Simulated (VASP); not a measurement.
# W2Cl10 in VASP: single point with PBE+D3(BJ)

Aim: the single point of W2Cl10 with PBE+D3(BJ).

All numbers are computed with VASP 6.6.1; they aren't measurements. Logs are shortened: lines on timing, memory, paths and dates and some standing lists are left out, and cuts for length are marked.

### Step 1. The cell of the first run

The cell holds a molecule in a box, 12 atoms: a = 18.000 Å, b = 18.000 Å, c = 18.000 Å, α = 90.00°, β = 90.00°, γ = 90.00°.

### Step 2. Single point, PBE+D3(BJ)

File INCAR:

```
SYSTEM = WCl5
ALGO = Normal
EDIFF = 1E-7
ENCUT = 520
GGA = PE
ISIF = 2
ISMEAR = 0
IVDW = 12
LASPH = .True.
LCHARG = .False.
LREAL = .False.
LWAVE = .False.
NBANDS = 61
NELM = 60
PREC = Accurate
SIGMA = 0.05
```

File KPOINTS:

```
k-points
0
Gamma
  1 1 1
  0 0 0
```

File POSCAR:

```
WCl5
1.0
   18.0000000000      0.0000000000      0.0000000000
    0.0000000000     18.0000000000      0.0000000000
    0.0000000000      0.0000000000     18.0000000000
W Cl
2 10
Direct
    0.5000010577      0.5885994220      0.4999988638
    0.5000010577      0.4114005780      0.4999988638
    0.5884307815      0.5852429243      0.4094428701
    0.5884307815      0.4147570757      0.4094428701
    0.5642074863      0.6796640854      0.5627095200
    0.4255281206      0.5000000000      0.4272664883
    0.4357919286      0.3203272697      0.4373031934
    0.4357919286      0.6796727303      0.4373031934
    0.4115667669      0.4147667043      0.5905505836
    0.4115667669      0.5852332957      0.5905505836
    0.5744758473      0.5000000000      0.5727234699
    0.5642074863      0.3203359146      0.5627095200
```

Potentials or basis: VASP PAW PBE potentials, release 64 (W_sv, Cl).

Launch:

```sh
$ cat potpaw_PBE.64/W_sv/POTCAR potpaw_PBE.64/Cl/POTCAR > POTCAR
$ mpirun -np 1 vasp_gam > vasp.out
```

OUTCAR:

```text
SYSTEM = WCl5
   EDIFF = 1E-7
   ENCUT = 520
   GGA = PE
   ISIF = 2
   ISMEAR = 0
   IVDW = 12
   LASPH = .True.
   LREAL = .False.
   NELM = 60
   PREC = Accurate
 IVDW          = 12

 ion  position               nearest neighbor table
   1  0.500  0.589  0.500-   3 2.28  10 2.28   5 2.30   8 2.30  11 2.46   6 2.46   2 3.19
   2  0.500  0.411  0.500-   4 2.28   9 2.28  12 2.30   7 2.30  11 2.46   6 2.46   1 3.19
   3  0.588  0.585  0.409-   1 2.28
   4  0.588  0.415  0.409-   2 2.28
   5  0.564  0.680  0.563-   1 2.30
   6  0.426  0.500  0.427-   1 2.46   2 2.46
   7  0.436  0.320  0.437-   2 2.30
   8  0.436  0.680  0.437-   1 2.30
   9  0.412  0.415  0.591-   2 2.28
  10  0.412  0.585  0.591-   1 2.28
  11  0.574  0.500  0.573-   1 2.46   2 2.46
  12  0.564  0.320  0.563-   2 2.30

  LATTYP: Found a simple cubic cell.
 ALAT       =    18.0000000000

  Lattice vectors:

 A1 = (  18.0000000000,   0.0000000000,   0.0000000000)
 A2 = (   0.0000000000,  18.0000000000,   0.0000000000)
 A3 = (   0.0000000000,   0.0000000000,  18.0000000000)

Analysis of symmetry for initial positions (statically):
=====================================================================
 Subroutine PRICEL returns:
 Original cell was already a primitive cell.

 Routine SETGRP: Setting up the symmetry group for a
 simple cubic supercell.

 Subroutine GETGRP returns: Found  2 space group operations
 (whereof  2 operations were pure point group operations)
 out of a pool of 48 trial point group operations.

The static configuration has the point symmetry C_1h.

Analysis of symmetry for dynamics (positions and initial velocities):
=====================================================================
 Subroutine PRICEL returns:
 Original cell was already a primitive cell.

 Routine SETGRP: Setting up the symmetry group for a
 simple cubic supercell.

 Subroutine GETGRP returns: Found  2 space group operations
 (whereof  2 operations were pure point group operations)
 out of a pool of 48 trial point group operations.

The dynamic configuration has the point symmetry C_1h.

 Subroutine INISYM returns: Found  2 space group operations
 (whereof  2 operations are pure point group operations),
 and found     1 'primitive' translations

[... 96 lines left out ...]
   ISIF   =      2    stress and relaxation
   ISYM   =      2    0-nonsym 1-usesym 2-fastsym
   POTIM  = 0.5000    time-step for ionic-motion
   TEBEG  =    0.0;   TEEND  =   0.0 temperature during run
   PSTRESS=    0.0 pullay stress
   NELECT =      98.0000    total number of electrons
   NUPDOWN=      -1.0000    fix difference up-down
   EMIN   =  10.00;   EMAX   =-10.00  energy-range for DOS
   EFERMI =   0.00;   METHOD = LEGACY
   ISMEAR =     0;   SIGMA  =   0.05  broadening in eV -4-tet -1-fermi 0-gaus
   EFERMI_NEDOS =   21; number of points for ismear=-14 and -15
   IALGO  =     38    algorithm
   IMIX   =      4    mixing-type and parameters
     AMIX     =   0.40;   BMIX     =  1.00
     AMIX_MAG =   1.60;   BMIX_MAG =  1.00
  volume/ion in A,a.u.               =     486.00      3279.69
  Fermi-wavevector in a.u.,A,eV,Ry     =   0.419319  0.792398  2.392289  0.175828
  Thomas-Fermi vector in A             =   1.380785
   LORBIT       =      0    0 simple, 1 ext, 2 COOP (PROOUT), +10 PAW based schemes
   GGA     = PE    functional components
   LHFCALC =     F    Hartree Fock is set to
   AEXX    =    0.0000 exact exchange contribution
   IVDW    =    12    specifies the selected vdW correction
   LEPSILON=     F    determine dielectric tensor
   LRPA    =     F    only Hartree local field effects (RPA)
 non-spin polarized calculation
 Gauss-broadening in eV      SIGMA  =   0.05
  energy-cutoff  :      520.00
  volume of cell :     5832.00
 maximum number of plane-waves:     78422
 NGX is ok and might be reduce to   140
   NGX = 67   NGY = 67   NGZ = 67

 number of electron      98.0000003 magnetization

 Free energy of the ion-electron system (eV)
  ---------------------------------------------------
  ext. energy  EPLUGINS =         0.00000000
  ---------------------------------------------------
  free energy    TOTEN  =       -54.33527252 eV

  energy without entropy =      -54.33527252  energy(sigma->0) =      -54.33527252

 E-fermi :  -5.5451     XC(G=0):  -0.6940

 val. band max:       -5.8757134268   @ k =   0.0000   0.0000   0.0000
 cond. band min:      -5.3093925709   @ k =   0.0000   0.0000   0.0000
 fundamental gap:      0.5663208559
 Fermi energy:        -5.5450970634

 k-point     1 :       0.0000    0.0000    0.0000
  band No.  band energies     occupation
      1     -81.4448      2.00000
      2     -81.4411      2.00000
      3     -45.8312      2.00000
      4     -45.8225      2.00000
      5     -45.4608      2.00000
      6     -45.4510      2.00000
[... 53 lines left out ...]
     60       0.3211      0.00000
     61       0.3565      0.00000

------------------------ aborting loop because EDIFF is reached ----------------------------------------

 Edisp (eV)   -1.07657

 E8    (eV) :    -0.4698

  FORCE on cell =-STRESS in cart. coord.  units (eV):
  Direction    XX          YY          ZZ          XY          YZ          ZX
  --------------------------------------------------------------------------------------
  -------------------------------------------------------------------------------------
  Total      -0.16251    -0.13461    -0.16302     0.00000     0.00000     0.05765
  in kB      -0.04465    -0.03698    -0.04478     0.00000     0.00000     0.01584
  external pressure =       -0.04 kB  Pullay stress =        0.00 kB

 VOLUME and BASIS-vectors are now :
 -----------------------------------------------------------------------------
  energy-cutoff  :      520.00
  volume of cell :     5832.00
      direct lattice vectors                 reciprocal lattice vectors
    18.000000000  0.000000000  0.000000000     0.055555556  0.000000000  0.000000000
     0.000000000 18.000000000  0.000000000     0.000000000  0.055555556  0.000000000
     0.000000000  0.000000000 18.000000000     0.000000000  0.000000000  0.055555556

 POSITION                                       TOTAL-FORCE (eV/Angst)
 -----------------------------------------------------------------------------------
      9.00002     10.59479      8.99998        -0.000226      0.005060      0.000117
      9.00002      7.40521      8.99998        -0.000226     -0.005060      0.000117
     10.59175     10.53437      7.36997        -0.005947      0.001097      0.006486
     10.59175      7.46563      7.36997        -0.005947     -0.001097      0.006486
     10.15573     12.23395     10.12877        -0.000981     -0.001221     -0.001072
      7.65951      9.00000      7.69080        -0.008843      0.000000     -0.008243
      7.84425      5.76589      7.87146         0.001075      0.001394      0.000839
      7.84425     12.23411      7.87146         0.001075     -0.001394      0.000839
      7.40820      7.46580     10.62991         0.006036     -0.001415     -0.006465
      7.40820     10.53420     10.62991         0.006036      0.001415     -0.006465
     10.34057      9.00000     10.30902         0.008931      0.000000      0.008434
     10.15573      5.76605     10.12877        -0.000981      0.001221     -0.001072
 -----------------------------------------------------------------------------------
    total drift:                                0.000003     -0.000000      0.000006

  FREE ENERGIE OF THE ION-ELECTRON SYSTEM (eV)
  ---------------------------------------------------
  free  energy   TOTEN  =       -55.4118461034 eV

  energy  without entropy=      -55.4118461033  energy(sigma->0) =      -55.41184610
```

OSZICAR:

```text
N       E                     dE             d eps       ncg     rms          rms(c)
DAV:   1     0.958315757100E+03    0.95832E+03   -0.31880E+04   154   0.101E+03
DAV:   2     0.341169641517E+03   -0.61715E+03   -0.59068E+03   204   0.161E+02
DAV:   3    -0.244955986514E+01   -0.34362E+03   -0.33768E+03   172   0.103E+02
[... 21 lines left out ...]
DAV:  25    -0.543352707353E+02   -0.34628E-05    0.26576E-07   100   0.497E-04    0.144E-04
DAV:  26    -0.543352718100E+02   -0.10747E-05    0.30211E-07   100   0.337E-04    0.989E-05
DAV:  27    -0.543352721736E+02   -0.36353E-06    0.32156E-07   100   0.200E-04    0.315E-05
DAV:  28    -0.543352724497E+02   -0.27615E-06    0.32450E-07    92   0.151E-04    0.455E-05
DAV:  29    -0.543352725202E+02   -0.70493E-07    0.32856E-07    92   0.914E-05
   1 F= -.55411846E+02 E0= -.55411846E+02  d E =-.629831E-11
```

stdout:

```text
POSCAR found type information on POSCAR W Cl
 POSCAR found :  2 types and      12 ions
 scaLAPACK will be used
 LDA part: xc-table for (Slater+PW92), standard interpolation
 POSCAR, INCAR and KPOINTS ok, starting setup
 FFT: planning ... GRIDC
 FFT: planning ... GRID_SOFT
 FFT: planning ... GRID
 WAVECAR not read
 entering main loop
```

It took 35 min on 1 thread of Intel Xeon 8259CL, shared host; peak memory 3.7 GiB.

Results:

- Free energy: -55.4118 eV
- Largest force: 0.012 eV/Å
- Gap between the frontier levels: 0.57 eV
- Dispersion energy per atom: -0.090 eV

Forces in eV/Å, atoms in the order of the input:
```
W    0.000  0.005  0.000
W    0.000 -0.005  0.000
Cl  -0.006  0.001  0.006
Cl  -0.006 -0.001  0.006
Cl  -0.001 -0.001 -0.001
Cl  -0.009  0.000 -0.008
Cl   0.001  0.001  0.001
Cl   0.001 -0.001  0.001
Cl   0.006 -0.001 -0.006
Cl   0.006  0.001 -0.006
Cl   0.009  0.000  0.008
Cl  -0.001  0.001 -0.001
```

Levels at points of the mesh, in eV from the valence-band top:
```
           k point  band 47  band 48  band 49  band 50  band 51  band 52
(0.00, 0.00, 0.00)    -1.39    -1.33     0.00     0.57     0.76     0.92
```

Caveat: spin-orbit coupling is left out, which moves the levels of the heavy elements.
